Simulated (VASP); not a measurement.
# Si3GeO8 (P-4m2) in VASP: notebook

Aim: see how the results for Si3GeO8 move with the level of theory and the settings. Levels: PBE, r2SCAN. Tasks: single point.

Program: VASP 6.6.1. These are calculated values, not measurements. Logs are shortened: lines on timing, memory, paths and dates and some standing lists are left out, and cuts for length are marked.

## 1. The cell of the first run

The structure is tetragonal, space group P-4m2 (No. 115). The conventional cell has a = 5.361 Å, b = 5.361 Å, c = 7.618 Å, α = 90.00°, β = 90.00°, γ = 90.00°. Si (site symmetry -4m2) has 4 O at 1.62 Å within 2.2 Å. Si (site symmetry 2mm) has 4 O at 1.61 to 1.62 Å within 2.1 Å. Ge (site symmetry -4m2) has 4 O at 1.72 Å within 2.3 Å. Within 2.2 Å of O (site symmetry m) lie 2 Si at 1.62 Å. O (site symmetry m) has 1 Si at 1.61 Å and 1 Ge at 1.72 Å within 2.1 Å.

## 2. Single point, PBE

File INCAR:

```
SYSTEM = Si3GeO8
PREC = Accurate
ENCUT = 520
EDIFF = 1E-6
ISMEAR = 0
SIGMA = 0.1
LREAL = .False.
LASPH = .True.
NELM = 100
ALGO = Normal
ISIF = 2
LWAVE = .False.
LCHARG = .False.
GGA = PE
NBANDS = 49
```

File KPOINTS:

```
regular mesh
0
Gamma
  4 4 2
  0 0 0
```

File POSCAR:

```
Si3GeO8
1.0
    5.3609461000      0.0000000000      0.0000000000
    0.0000000000      5.3609461000      0.0000000000
    0.0000000000      0.0000000000      7.6175512000
Si Ge O
3 1 8
Direct
    0.0000000000      0.0000000000      0.0000000000
    0.5000000000      0.0000000000      0.2395310000
    0.0000000000      0.5000000000      0.7604690000
    0.5000000000      0.5000000000      0.5000000000
    0.7494640000      0.0000000000      0.1192170000
    0.2432520000      0.5000000000      0.6363600000
    0.5000000000      0.2432520000      0.3636400000
    0.0000000000      0.7494640000      0.8807830000
    0.5000000000      0.7567480000      0.3636400000
    0.0000000000      0.2505360000      0.8807830000
    0.2505360000      0.0000000000      0.1192170000
    0.7567480000      0.5000000000      0.6363600000
```

Potentials or basis: VASP PAW PBE potentials, release 64 (Si, Ge_d, O).

On the command line:

```console
cat potpaw_PBE.64/Si/POTCAR potpaw_PBE.64/Ge_d/POTCAR potpaw_PBE.64/O/POTCAR > POTCAR
mpirun -np 1 vasp_std > vasp.out
```

OUTCAR:

```text
SYSTEM = Si3GeO8
   PREC = Accurate
   ENCUT = 520
   EDIFF = 1E-6
   ISMEAR = 0
   LREAL = .False.
   LASPH = .True.
   NELM = 100
   ISIF = 2
   GGA = PE

 ion  position               nearest neighbor table
   1  0.000  0.000  0.000-   5 1.62   8 1.62  10 1.62  11 1.62
   2  0.500  0.000  0.240-   7 1.61   9 1.61   5 1.62  11 1.62
   3  0.000  0.500  0.760-   6 1.61  12 1.61  10 1.62   8 1.62
   4  0.500  0.500  0.500-   6 1.72   7 1.72   9 1.72  12 1.72
   5  0.749  0.000  0.119-   2 1.62   1 1.62
   6  0.243  0.500  0.636-   3 1.61   4 1.72
   7  0.500  0.243  0.364-   2 1.61   4 1.72
   8  0.000  0.749  0.881-   3 1.62   1 1.62
   9  0.500  0.757  0.364-   2 1.61   4 1.72
  10  0.000  0.251  0.881-   3 1.62   1 1.62
  11  0.251  0.000  0.119-   2 1.62   1 1.62
  12  0.757  0.500  0.636-   3 1.61   4 1.72

  LATTYP: Found a simple tetragonal cell.
 ALAT       =     5.3609461000
 C/A-ratio  =     1.4209341146

  Lattice vectors:

 A1 = (   5.3609461000,   0.0000000000,   0.0000000000)
 A2 = (   0.0000000000,   5.3609461000,   0.0000000000)
 A3 = (   0.0000000000,   0.0000000000,   7.6175512000)

Analysis of symmetry for initial positions (statically):
=====================================================================
 Subroutine PRICEL returns:
 Original cell was already a primitive cell.

 Routine SETGRP: Setting up the symmetry group for a
 simple tetragonal supercell.

 Subroutine GETGRP returns: Found  8 space group operations
 (whereof  8 operations were pure point group operations)
 out of a pool of 16 trial point group operations.

The static configuration has the point symmetry D_2d.

Analysis of symmetry for dynamics (positions and initial velocities):
=====================================================================
 Subroutine PRICEL returns:
 Original cell was already a primitive cell.

 Routine SETGRP: Setting up the symmetry group for a
 simple tetragonal supercell.

 Subroutine GETGRP returns: Found  8 space group operations
 (whereof  8 operations were pure point group operations)
 out of a pool of 16 trial point group operations.

The dynamic configuration has the point symmetry D_2d.

 Subroutine INISYM returns: Found  8 space group operations
 (whereof  8 operations are pure point group operations),
 and found     1 'primitive' translations

----------------------------------------------------------------------------------------

                                     Primitive cell

  volume of cell :     218.9265

  direct lattice vectors                    reciprocal lattice vectors
     5.360946100  0.000000000  0.000000000     0.186534239  0.000000000  0.000000000
     0.000000000  5.360946100  0.000000000     0.000000000  0.186534239  0.000000000
     0.000000000  0.000000000  7.617551200     0.000000000  0.000000000  0.131275783

  length of vectors
     5.360946100  5.360946100  7.617551200     0.186534239  0.186534239  0.131275783

  position of ions in fractional coordinates (direct lattice)
     0.000000000  0.000000000  0.000000000
     0.500000000  0.000000000  0.239531000
     0.000000000  0.500000000  0.760469000
     0.500000000  0.500000000  0.500000000
     0.749464000  0.000000000  0.119217000
     0.243252000  0.500000000  0.636360000
     0.500000000  0.243252000  0.363640000
     0.000000000  0.749464000  0.880783000
     0.500000000  0.756748000  0.363640000
     0.000000000  0.250536000  0.880783000
     0.250536000  0.000000000  0.119217000
     0.756748000  0.500000000  0.636360000

  ion indices of the primitive-cell ions
   primitive index   ion index
                 1           1
                 2           2
                 3           3
                 4           4
                 5           5
                 6           6
                 7           7
                 8           8
                 9           9
                10          10
                11          11
                12          12

----------------------------------------------------------------------------------------

 KPOINTS: regular mesh

Automatic generation of k-mesh.
 Grid dimensions read from file:
 generate k-points for:    4    4    2

 Generating k-lattice:

  Cartesian coordinates                     Fractional coordinates (reciprocal lattice)
     0.046633560  0.000000000  0.000000000     0.250000000  0.000000000  0.000000000
     0.000000000  0.046633560  0.000000000     0.000000000  0.250000000  0.000000000
     0.000000000  0.000000000  0.065637892     0.000000000  0.000000000  0.500000000

  Length of vectors
     0.046633560  0.046633560  0.065637892

  Shift w.r.t. Gamma in fractional coordinates (k-lattice)
     0.000000000  0.000000000  0.000000000

 Subroutine IBZKPT returns following result:
 ===========================================

 Found     12 irreducible k-points:

 Following reciprocal coordinates:
            Coordinates               Weight
  0.000000  0.000000  0.000000      1.000000
  0.250000  0.000000  0.000000      4.000000
  0.500000  0.000000  0.000000      2.000000
  0.250000  0.250000  0.000000      4.000000
  0.500000  0.250000  0.000000      4.000000
  0.500000  0.500000  0.000000      1.000000
  0.000000  0.000000  0.500000      1.000000
  0.250000  0.000000  0.500000      4.000000
  0.500000  0.000000  0.500000      2.000000
  0.250000  0.250000  0.500000      4.000000
  0.500000  0.250000  0.500000      4.000000
  0.500000  0.500000  0.500000      1.000000
   k-points           NKPTS =     12   k-points in BZ     NKDIM =     12   number of bands    NBANDS=     49
   number of dos      NEDOS =    301   number of ions     NIONS =     12
   total plane-waves  NPLWV =  96000
   dimension x,y,z NGX =    40 NGY =   40 NGZ =   60
   dimension x,y,z NGXF=    80 NGYF=   80 NGZF=  120
   ions per type =               3   1   8
   NGX,Y,Z   is equivalent  to a cutoff of  12.40, 12.40, 13.09 a.u.
   NGXF,Y,Z  is equivalent  to a cutoff of  24.81, 24.81, 26.19 a.u.
 SYSTEM =  Si3GeO8
   PREC   = accura    normal or accurate (medium, high low for compatibility)
   ISTART =      0    job   : 0-new  1-cont  2-samecut
   ICHARG =      2    charge: 1-file 2-atom 10-const
   ISPIN  =      1    spin polarized calculation?
   LNONCOLLINEAR =      F non collinear calculations
   LSORBIT =      F    spin-orbit coupling
   LASPH  =      T    aspherical Exc in radial PAW
   ENCUT  =  520.0 eV  38.22 Ry    6.18 a.u.   9.97  9.97 14.16*2*pi/ulx,y,z
   NELM   =    100;   NELMIN=  2; NELMDL= -5     # of ELM steps
   EDIFF  = 0.1E-05   stopping-criterion for ELM
   LREAL  =      F    real-space projection
   EDIFFG = 0.1E-04   stopping-criterion for IOM
   NSW    =      0    number of steps for IOM
   IBRION =     -1    ionic relax: 0-MD 1-quasi-New 2-CG
   NFREE  =      0    steps in history (QN), initial steepest desc. (CG)
   ISIF   =      2    stress and relaxation
   ISYM   =      2    0-nonsym 1-usesym 2-fastsym
   POTIM  = 0.5000    time-step for ionic-motion
   TEBEG  =    0.0;   TEEND  =   0.0 temperature during run
   PSTRESS=    0.0 pullay stress
   NELECT =      74.0000    total number of electrons
   NUPDOWN=      -1.0000    fix difference up-down
   EMIN   =  10.00;   EMAX   =-10.00  energy-range for DOS
   EFERMI =   0.00;   METHOD = LEGACY
   ISMEAR =     0;   SIGMA  =   0.10  broadening in eV -4-tet -1-fermi 0-gaus
   EFERMI_NEDOS =   21; number of points for ismear=-14 and -15
   IALGO  =     38    algorithm
   IMIX   =      4    mixing-type and parameters
     AMIX     =   0.40;   BMIX     =  1.00
     AMIX_MAG =   1.60;   BMIX_MAG =  1.00
  volume/ion in A,a.u.               =      18.24       123.12
  Fermi-wavevector in a.u.,A,eV,Ry     =   1.140388  2.155021 17.694171  1.300485
  Thomas-Fermi vector in A             =   2.277090
   LORBIT       =      0    0 simple, 1 ext, 2 COOP (PROOUT), +10 PAW based schemes
   GGA     = PE    functional components
   LHFCALC =     F    Hartree Fock is set to
   AEXX    =    0.0000 exact exchange contribution
   IVDW    =     0    specifies the selected vdW correction
   LEPSILON=     F    determine dielectric tensor
   LRPA    =     F    only Hartree local field effects (RPA)
 non-spin polarized calculation
 Gauss-broadening in eV      SIGMA  =   0.10
  energy-cutoff  :      520.00
  volume of cell :      218.93
 maximum number of plane-waves:      5924
 NGX is ok and might be reduce to    40
   NGX = 19   NGY = 19   NGZ = 29

 number of electron      73.9999937 magnetization

 Free energy of the ion-electron system (eV)
  ---------------------------------------------------
  ext. energy  EPLUGINS =         0.00000000
  ---------------------------------------------------
  free energy    TOTEN  =       -89.92928340 eV

  energy without entropy =      -89.92928340  energy(sigma->0) =      -89.92928340

 E-fermi :  -0.8034     XC(G=0):  -7.3406

 val. band max:       -1.2730340217   @ k =   0.5000   0.0000   0.5000
 cond. band min:       3.3289465123   @ k =   0.0000   0.0000   0.0000
 fundamental gap:      4.6019805340
 Fermi energy:        -0.8033566638

 k-point     1 :       0.0000    0.0000    0.0000
  band No.  band energies     occupation
      1     -24.8939      2.00000
      2     -24.8939      2.00000
      3     -24.8862      2.00000
      4     -24.6063      2.00000
      5     -24.5805      2.00000
      6     -20.4717      2.00000
[... 41 lines left out ...]
     48       9.2819      0.00000
     49       9.8062      0.00000

 k-point     2 :       0.2500    0.0000    0.0000
  band No.  band energies     occupation
      1     -24.8967      2.00000
      2     -24.8939      2.00000
      3     -24.8845      2.00000
      4     -24.6063      2.00000
      5     -24.5805      2.00000
      6     -20.3576      2.00000
[... 512 lines left out ...]
 k-point    12 :       0.5000    0.5000    0.5000
  band No.  band energies     occupation
      1     -24.8990      2.00000
      2     -24.8990      2.00000
      3     -24.8804      2.00000
      4     -24.6064      2.00000
      5     -24.5804      2.00000
      6     -19.7206      2.00000
[... 41 lines left out ...]
     48       9.7739      0.00000
     49       9.7974      0.00000

------------------------ aborting loop because EDIFF is reached ----------------------------------------

  FORCE on cell =-STRESS in cart. coord.  units (eV):
  Direction    XX          YY          ZZ          XY          YZ          ZX
  --------------------------------------------------------------------------------------
  -------------------------------------------------------------------------------------
  Total       -0.1720255     -0.1720255     -0.1823295      0.0000000      0.0000000      0.0000000
  in kB       -1.2589400     -1.2589400     -1.3343485      0.0000000      0.0000000      0.0000000
  external PRESSURE =      -1.2840762 kB  Pullay stress =       0.0000000 kB

 VOLUME and BASIS-vectors are now :
 -----------------------------------------------------------------------------
  energy-cutoff  :      520.00
  volume of cell :      218.93
      direct lattice vectors                 reciprocal lattice vectors
     5.360946100  0.000000000  0.000000000     0.186534239  0.000000000  0.000000000
     0.000000000  5.360946100  0.000000000     0.000000000  0.186534239  0.000000000
     0.000000000  0.000000000  7.617551200     0.000000000  0.000000000  0.131275783

 POSITION                                       TOTAL-FORCE (eV/Angst)
 -----------------------------------------------------------------------------------
      0.00000      0.00000      0.00000         0.000000      0.000000     -0.000000
      2.68047      0.00000      1.82464         0.000000      0.000000     -0.013214
      0.00000      2.68047      5.79291         0.000000      0.000000      0.013214
      2.68047      2.68047      3.80878         0.000000      0.000000     -0.000000
      4.01784      0.00000      0.90814        -0.000378      0.000000      0.002598
      1.30406      2.68047      4.84750         0.085231      0.000000     -0.065831
      2.68047      1.30406      2.77005         0.000000      0.085231      0.065831
      0.00000      4.01784      6.70941         0.000000     -0.000378     -0.002598
      2.68047      4.05689      2.77005         0.000000     -0.085231      0.065831
      0.00000      1.34311      6.70941         0.000000      0.000378     -0.002598
      1.34311      0.00000      0.90814         0.000378      0.000000      0.002598
      4.05689      2.68047      4.84750        -0.085231      0.000000     -0.065831
 -----------------------------------------------------------------------------------
    total drift:                               -0.000000      0.000000     -0.000000

  FREE ENERGIE OF THE ION-ELECTRON SYSTEM (eV)
  ---------------------------------------------------
  free  energy   TOTEN  =       -89.9292833965 eV

  energy  without entropy=      -89.9292833965  energy(sigma->0) =      -89.92928340
```

It took 3.7 min on 1 thread of Intel Xeon 6975P-C (Granite Rapids), shared host; peak memory 0.34 GiB.

What came out:

```
Free energy            : -89.9293 eV
Pressure               : -0.1 GPa
Largest force          : 0.108 eV/Å
Band gap on the k mesh : 4.60 eV (least direct gap 4.62 eV)
```

Forces on the atoms (eV/Å):
```
Si   0.000  0.000  0.000
Si   0.000  0.000 -0.013
Si   0.000  0.000  0.013
Ge   0.000  0.000  0.000
O    0.000  0.000  0.003
O    0.085  0.000 -0.066
O    0.000  0.085  0.066
O    0.000  0.000 -0.003
O    0.000 -0.085  0.066
O    0.000  0.000 -0.003
O    0.000  0.000  0.003
O   -0.085  0.000 -0.066
```

Levels at points of the mesh, in eV from the valence-band top:
```csv
k point,band 34,band 35,band 36,band 37,band 38,band 39,band 40,band 41
"(0.00, 0.00, 0.00)",-0.54,-0.02,-0.02,-0.02,4.60,6.85,7.91,8.15
"(0.50, 0.00, 0.00)",-0.71,-0.62,-0.20,-0.19,5.78,6.98,7.94,8.56
"(0.50, 0.50, 0.00)",-0.71,-0.56,-0.56,-0.43,6.47,7.85,7.85,8.33
"(0.00, 0.00, 0.50)",-0.40,-0.28,-0.26,-0.26,5.20,6.26,7.53,8.51
"(0.50, 0.00, 0.50)",-0.73,-0.72,-0.04,0.00,5.66,7.14,7.87,7.93
"(0.50, 0.50, 0.50)",-0.82,-0.72,-0.72,-0.55,6.58,8.27,8.27,8.61
```

A k mesh can miss the band edges.

(Continued in part 2 of 2.)
